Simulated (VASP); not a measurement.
# Y (P6/mmm) in VASP: further runs, part 2 of 2

VASP 6.6.1.

## Step 4: Single point, LDA

INCAR

```
PREC = Accurate
ENCUT = 520
EDIFF = 1E-7
ISMEAR = -1
SIGMA = 0.05
LREAL = False
LASPH = True
NELM = 80
ALGO = Normal
ISIF = 2
LWAVE = False
LCHARG = True
LELF = True
LVHAR = True
NBANDS = 12
```

KPOINTS

```
regular mesh
0
Gamma
  17 17 16
```

POSCAR

```
Y
1.0
    2.4883581090      0.0000000000      0.0000000000
   -1.2441790545      2.1549813361      0.0000000000
    0.0000000000      0.0000000000      2.3366051902
Y
1
Direct
    0.0000000000      0.0000000000      0.0000000000
```

Potentials or basis: VASP PAW LDA potentials, release 64 (Y_sv).

Command:

```sh
> cat potpaw_LDA.64/Y_sv/POTCAR > POTCAR
> mpirun -np 1 vasp_std > vasp.out
```

OUTCAR:

```text
PREC = Accurate
   ENCUT = 520
   EDIFF = 1E-7
   ISMEAR = -1
   LREAL = False
   LASPH = True
   NELM = 80
   ISIF = 2

 ion  position               nearest neighbor table
   1  0.000  0.000  0.000-

  LATTYP: Found a hexagonal cell.
 ALAT       =     2.4883581090
 C/A-ratio  =     0.9390148394

  Lattice vectors:

 A1 = (   2.4883581090,   0.0000000000,   0.0000000000)
 A2 = (  -1.2441790545,   2.1549813361,   0.0000000000)
 A3 = (   0.0000000000,   0.0000000000,   2.3366051902)

Analysis of symmetry for initial positions (statically):
=====================================================================
 Subroutine PRICEL returns:
 Original cell was already a primitive cell.

 Routine SETGRP: Setting up the symmetry group for a
 hexagonal supercell.

 Subroutine GETGRP returns: Found 24 space group operations
 (whereof 24 operations were pure point group operations)
 out of a pool of 24 trial point group operations.

The static configuration has the point symmetry D_6h.

Analysis of symmetry for dynamics (positions and initial velocities):
=====================================================================
 Subroutine PRICEL returns:
 Original cell was already a primitive cell.

 Routine SETGRP: Setting up the symmetry group for a
 hexagonal supercell.

 Subroutine GETGRP returns: Found 24 space group operations
 (whereof 24 operations were pure point group operations)
 out of a pool of 24 trial point group operations.

The dynamic configuration has the point symmetry D_6h.

 Subroutine INISYM returns: Found 24 space group operations
 (whereof 24 operations are pure point group operations),
 and found     1 'primitive' translations

----------------------------------------------------------------------------------------

                                     Primitive cell

  volume of cell :      12.5297

  direct lattice vectors                    reciprocal lattice vectors
     2.488358109  0.000000000  0.000000000     0.401871417  0.232020571  0.000000000
    -1.244179054  2.154981336  0.000000000     0.000000000  0.464041142  0.000000000
     0.000000000  0.000000000  2.336605190     0.000000000  0.000000000  0.427971317

  length of vectors
     2.488358109  2.488358109  2.336605190     0.464041142  0.464041142  0.427971317

  position of ions in fractional coordinates (direct lattice)
     0.000000000  0.000000000  0.000000000

  ion indices of the primitive-cell ions
   primitive index   ion index
                 1           1

----------------------------------------------------------------------------------------

 KPOINTS: regular mesh

Automatic generation of k-mesh.
 Grid dimensions read from file:
 generate k-points for:   17   17   16

 Generating k-lattice:

  Cartesian coordinates                     Fractional coordinates (reciprocal lattice)
     0.023639495  0.013648269  0.000000000     0.058823529 -0.000000000  0.000000000
     0.000000000  0.027296538  0.000000000     0.000000000  0.058823529  0.000000000
     0.000000000  0.000000000  0.026748207     0.000000000  0.000000000  0.062500000

  Length of vectors
     0.027296538  0.027296538  0.026748207

  Shift w.r.t. Gamma in fractional coordinates (k-lattice)
     0.000000000  0.000000000  0.000000000

 Subroutine IBZKPT returns following result:
 ===========================================

 Found    297 irreducible k-points:

 Following reciprocal coordinates:
            Coordinates               Weight
  0.000000  0.000000  0.000000      1.000000
  0.058824  0.000000  0.000000      6.000000
  0.117647  0.000000  0.000000      6.000000
  0.176471  0.000000  0.000000      6.000000
  0.235294  0.000000  0.000000      6.000000
  0.294118  0.000000  0.000000      6.000000
[... 16 lines left out ...]
  0.411765  0.117647  0.000000     12.000000
  0.176471  0.176471  0.000000      6.000000
 [... further k-points ...]
   k-points           NKPTS =    297   k-points in BZ     NKDIM =    297   number of bands    NBANDS=     12
   number of dos      NEDOS =    301   number of ions     NIONS =      1
   total plane-waves  NPLWV =   7200
   dimension x,y,z NGX =    20 NGY =   20 NGZ =   18
   dimension x,y,z NGXF=    40 NGYF=   40 NGZF=   36
   ions per type =               1
   NGX,Y,Z   is equivalent  to a cutoff of  13.36, 13.36, 12.81 a.u.
   NGXF,Y,Z  is equivalent  to a cutoff of  26.72, 26.72, 25.61 a.u.
 SYSTEM =  unknown system
   PREC   = accura    normal or accurate (medium, high low for compatibility)
   ISTART =      0    job   : 0-new  1-cont  2-samecut
   ICHARG =      2    charge: 1-file 2-atom 10-const
   ISPIN  =      1    spin polarized calculation?
   LNONCOLLINEAR =      F non collinear calculations
   LSORBIT =      F    spin-orbit coupling
   LASPH  =      T    aspherical Exc in radial PAW
   ENCUT  =  520.0 eV  38.22 Ry    6.18 a.u.   4.63  4.63  4.34*2*pi/ulx,y,z
   NELM   =     80;   NELMIN=  2; NELMDL= -5     # of ELM steps
   EDIFF  = 0.1E-06   stopping-criterion for ELM
   LREAL  =      F    real-space projection
   EDIFFG = 0.1E-05   stopping-criterion for IOM
   NSW    =      0    number of steps for IOM
   IBRION =     -1    ionic relax: 0-MD 1-quasi-New 2-CG
   NFREE  =      0    steps in history (QN), initial steepest desc. (CG)
   ISIF   =      2    stress and relaxation
   ISYM   =      2    0-nonsym 1-usesym 2-fastsym
   POTIM  = 0.5000    time-step for ionic-motion
   TEBEG  =    0.0;   TEEND  =   0.0 temperature during run
   PSTRESS=    0.0 pullay stress
   NELECT =      11.0000    total number of electrons
   NUPDOWN=      -1.0000    fix difference up-down
   EMIN   =  10.00;   EMAX   =-10.00  energy-range for DOS
   EFERMI =   0.00;   METHOD = LEGACY
   ISMEAR =    -1;   SIGMA  =   0.05  broadening in eV -4-tet -1-fermi 0-gaus
   EFERMI_NEDOS =   21; number of points for ismear=-14 and -15
   IALGO  =     38    algorithm
   IMIX   =      4    mixing-type and parameters
     AMIX     =   0.40;   BMIX     =  1.00
     AMIX_MAG =   1.60;   BMIX_MAG =  1.00
  volume/ion in A,a.u.               =      12.53        84.55
  Fermi-wavevector in a.u.,A,eV,Ry     =   1.567564  2.962266 33.432989  2.457255
  Thomas-Fermi vector in A             =   2.669725
   LORBIT       =      0    0 simple, 1 ext, 2 COOP (PROOUT), +10 PAW based schemes
   GGA     = CA    functional components
   LHFCALC =     F    Hartree Fock is set to
   AEXX    =    0.0000 exact exchange contribution
   IVDW    =     0    specifies the selected vdW correction
   LEPSILON=     F    determine dielectric tensor
   LRPA    =     F    only Hartree local field effects (RPA)
 non-spin polarized calculation
  energy-cutoff  :      520.00
  volume of cell :       12.53
 maximum number of plane-waves:       357
 NGX is ok and might be reduce to    20
   NGX =  9   NGY =  9   NGZ =  9

 number of electron      10.9999999 magnetization

 Free energy of the ion-electron system (eV)
  ---------------------------------------------------
  ext. energy  EPLUGINS =         0.00000000
  ---------------------------------------------------
  free energy    TOTEN  =        -2.26252492 eV

  energy without entropy =       -2.25569648  energy(sigma->0) =       -2.25911070

 E-fermi :   9.6411     XC(G=0): -14.1569

 val. band max:        9.6287107668   @ k =   0.2353   0.2353   0.3125
 cond. band min:       9.6457562596   @ k =   0.2941   0.1176   0.0625
 fundamental gap:      0.0170454928
 Fermi energy:         9.6411301149

 k-point     1 :       0.0000    0.0000    0.0000
  band No.  band energies     occupation
      1     -34.4852      2.00000
      2      -9.6777      2.00000
      3      -9.5748      2.00000
      4      -9.5748      2.00000
      5       6.2692      2.00000
      6       6.7068      2.00000
      7      11.7326      0.00000
      8      11.7326      0.00000
      9      21.0885      0.00000
     10      23.5207      0.00000
     11      23.5207      0.00000
     12      30.2704      0.00000
[... 331 lines left out ...]
 k-point    24 :       0.1765    0.1765    0.0000
  band No.  band energies     occupation
      1     -33.1925      2.00000
      2     -14.4902      2.00000
      3     -11.5865      2.00000
      4      -8.9326      2.00000
      5       8.3992      2.00000
      6       8.7965      2.00000
      7      11.0634      0.00000
      8      17.2724      0.00000
      9      19.0348      0.00000
     10      21.0889      0.00000
     11      27.8406      0.00000
     12      28.5247      0.00000

 [... further k-points ...]

------------------------ aborting loop because EDIFF is reached ----------------------------------------

  FORCE on cell =-STRESS in cart. coord.  units (eV):
  Direction    XX          YY          ZZ          XY          YZ          ZX
  --------------------------------------------------------------------------------------
  -------------------------------------------------------------------------------------
  Total       12.5805693     12.5805693     12.5859693      0.0000000     -0.0000000     -0.0000000
  in kB     1608.6780804   1608.6780804   1609.3685869      0.0000000     -0.0000000     -0.0000000
  external PRESSURE =    1608.9082493 kB  Pullay stress =       0.0000000 kB

 VOLUME and BASIS-vectors are now :
 -----------------------------------------------------------------------------
  energy-cutoff  :      520.00
  volume of cell :       12.53
      direct lattice vectors                 reciprocal lattice vectors
     2.488358109  0.000000000  0.000000000     0.401871417  0.232020571  0.000000000
    -1.244179054  2.154981336  0.000000000     0.000000000  0.464041142  0.000000000
     0.000000000  0.000000000  2.336605190     0.000000000  0.000000000  0.427971317

 POSITION                                       TOTAL-FORCE (eV/Angst)
 -----------------------------------------------------------------------------------
      0.00000      0.00000      0.00000         0.000000      0.000000      0.000000
 -----------------------------------------------------------------------------------
    total drift:                               -0.000000      0.000000      0.000000

  FREE ENERGIE OF THE ION-ELECTRON SYSTEM (eV)
  ---------------------------------------------------
  free  energy   TOTEN  =        -2.2625249174 eV

  energy  without entropy=       -2.2556964850  energy(sigma->0) =       -2.25911070
```

OSZICAR:

```text
N       E                     dE             d eps       ncg     rms          rms(c)
DAV:   1     0.355481907694E+02    0.35548E+02   -0.63494E+03  7312   0.945E+02
DAV:   2    -0.140758191360E+01   -0.36956E+02   -0.35403E+02  8564   0.195E+02
DAV:   3    -0.234866676117E+01   -0.94108E+00   -0.92403E+00  8972   0.227E+01
DAV:   4    -0.235823199848E+01   -0.95652E-02   -0.95511E-02  8084   0.215E+00
DAV:   5    -0.235833091452E+01   -0.98916E-04   -0.98912E-04  8744   0.146E-01    0.592E+01
DAV:   6    -0.218703020015E+01    0.17130E+00   -0.25623E-01  9080   0.281E+00    0.341E+01
DAV:   7    -0.225320194321E+01   -0.66172E-01   -0.44366E-01  9332   0.291E+00    0.275E+00
DAV:   8    -0.226314485099E+01   -0.99429E-02   -0.87211E-02  7248   0.262E+00    0.888E-01
DAV:   9    -0.226258190474E+01    0.56295E-03   -0.53698E-03  7420   0.648E-01    0.177E-01
DAV:  10    -0.226252637380E+01    0.55531E-04   -0.33969E-04  8656   0.176E-01    0.234E-02
DAV:  11    -0.226252462211E+01    0.17517E-05   -0.35170E-06  8940   0.113E-02    0.150E-02
DAV:  12    -0.226252491041E+01   -0.28830E-06   -0.11278E-06  7836   0.104E-02    0.588E-04
DAV:  13    -0.226252491741E+01   -0.69922E-08   -0.88665E-09  5316   0.619E-04
   1 F= -.22625249E+01 E0= -.22591107E+01  d E =-.682843E-02
```

Run time: 17 s. Hardware: 1 thread of Intel Xeon 6975P-C (Granite Rapids), shared host; peak memory 0.17 GiB.

Results:

- Free energy: -2.2625 eV
- Pressure: 160.9 GPa

Levels at points of the mesh, in eV from the Fermi level:
```tsv
k point	band 2	band 3	band 4	band 5	band 6	band 7	band 8	band 9	band 10	band 11
(0.00, 0.00, 0.00)	-19.32	-19.22	-19.22	-3.37	-2.93	2.09	2.09	11.45	13.88	13.88
(0.00, 0.00, 0.50)	-27.07	-18.29	-18.29	0.90	4.11	4.11	4.53	5.81	5.81	15.15
```

## Step 5: Overview

| task | cell | cutoff (eV) | gap on the mesh (eV) | pressure (GPa) |
| --- | --- | --- | --- | --- |
| relaxation of cell and atoms | relaxed to 160 GPa from a = 2.488, b = 2.488, c = 2.336 Å, angles 90.0, 90.0, 120.0°, 1 atom | 600 | none | 160.0 |
| single point | a = 2.488, b = 2.488, c = 2.336 Å, angles 90.0, 90.0, 120.0°, 1 atom | 520 | none | 161.0 |
| single point | a = 2.488, b = 2.488, c = 2.337 Å, angles 90.0, 90.0, 120.0°, 1 atom | 520 | none | 160.9 |

Alike in all rows: level LDA; potentials or basis VASP PAW LDA potentials, release 64 (Y_sv); no spin polarisation; k mesh 17 × 17 × 16; smearing fermi-dirac 0.05 eV.

Caveats: the cell is relaxed towards a set pressure, so the enthalpy falls and the energy may rise (some runs).

Absolute energies hang on the potentials; compare differences alone.
